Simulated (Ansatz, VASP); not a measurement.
Two plane-wave programs on Al7Cu

Contents of INCAR:

```
SYSTEM = Al7Cu
PREC     = Accurate       ! precision mode
ENCUT    = 600            ! plane-wave cutoff, eV
EDIFF    = 1E-6           ! SCF threshold, eV
ISMEAR   = 0              ! smearing method
SIGMA    = 0.1            ! smearing width, eV
LREAL    = .False.        ! projectors in reciprocal space
LASPH    = .True.         ! aspherical terms in the spheres
NELM     = 60             ! most SCF steps
ALGO     = Fast           ! electronic algorithm
ISIF     = 3              ! what is computed and relaxed
LWAVE    = .False.        ! write WAVECAR
LCHARG   = .False.        ! write CHGCAR
GGA      = PE             ! functional
IBRION   = 2              ! ionic algorithm
NSW      = 100            ! ionic steps
EDIFFG   = -0.01          ! ionic threshold
```

KPOINTS

```
Automatic mesh
0
Gamma
  6 6 6
  0 0 0
```

Contents of POSCAR:

```
Al7Cu
1.0
    5.8931521212      0.0000000000      0.0000000000
    0.0000000000      5.8931521212      0.0000000000
    0.0000000000      0.0000000000      5.8931521212
Al Cu
7 1
Direct
    0.2285179172      0.2285179172      0.2285179172
    0.0000000000      0.5000000000      0.5000000000
    0.5000000000      0.5000000000      0.0000000000
    0.5000000000      0.0000000000      0.5000000000
    0.7714820828      0.2285179172      0.7714820828
    0.7714820828      0.7714820828      0.2285179172
    0.2285179172      0.7714820828      0.7714820828
    0.0000000000      0.0000000000      0.0000000000
```

Input for Ansatz:

```yaml
crystal:
  lattice:
    - [5.8931521212, 0.0, 0.0]
    - [0.0, 5.8931521212, 0.0]
    - [0.0, 0.0, 5.8931521212]
  atoms:
    - { symbol: Al, position: [0.2285179172, 0.2285179172, 0.2285179172] }
    - { symbol: Al, position: [0.0, 0.5, 0.5] }
    - { symbol: Al, position: [0.5, 0.5, 0.0] }
    - { symbol: Al, position: [0.5, 0.0, 0.5] }
    - { symbol: Al, position: [0.7714820828, 0.2285179172, 0.7714820828] }
    - { symbol: Al, position: [0.7714820828, 0.7714820828, 0.2285179172] }
    - { symbol: Al, position: [0.2285179172, 0.7714820828, 0.7714820828] }
    - { symbol: Cu, position: [0.0, 0.0, 0.0] }
basis:
  ecutwfc: 420
kpoints:
  mp_grid: { grid: [6, 6, 6] }
hamiltonian:
  xc: pbe
scf:
  occupations: { method: gaussian, width: 0.1 }
output:
  forces: true
  stress: true
  eigenvalues: true
relax:
  adjacent_minimum: "off"
  f_tol: 0.01
  max_steps: 80
  cell: { stress_tol: 0.05 }
```

Change from the starting cell: species swapped into the Si7Ge type (P-43m, No. 215).

Alike in both runs: task relaxation of cell and atoms; functional PBE; k mesh 6 × 6 × 6; occupations gaussian, width 0.1 eV; no spin polarisation.

|  | VASP | Ansatz |
| --- | --- | --- |
| version | VASP 6.6.1 | Ansatz 0.2.0 |
| potentials or method | VASP PAW PBE potentials, release 64 (Al, Cu), cutoff 600 eV | scalar-relativistic, plane waves, PAW |
| valence electrons in the cell | 32 | 40 |

|  | VASP | Ansatz | Ansatz less VASP |
| --- | --- | --- | --- |
| gap on the k mesh at the Fermi level, each at its own relaxed structure (eV) | none | none | - |
| relaxed volume (Å³/atom) | 25.83 | 25.83 | +0.005 |
| relaxed cell length with the largest relative difference (Å) | 5.912 | 5.912 | +0.0004 |

A gap of «none» marks a metal or a gap that the smearing closes. VASP's potentials hold 32 valence electrons a cell and Ansatz's 40, so a difference there can come from the potentials and not from the codes.
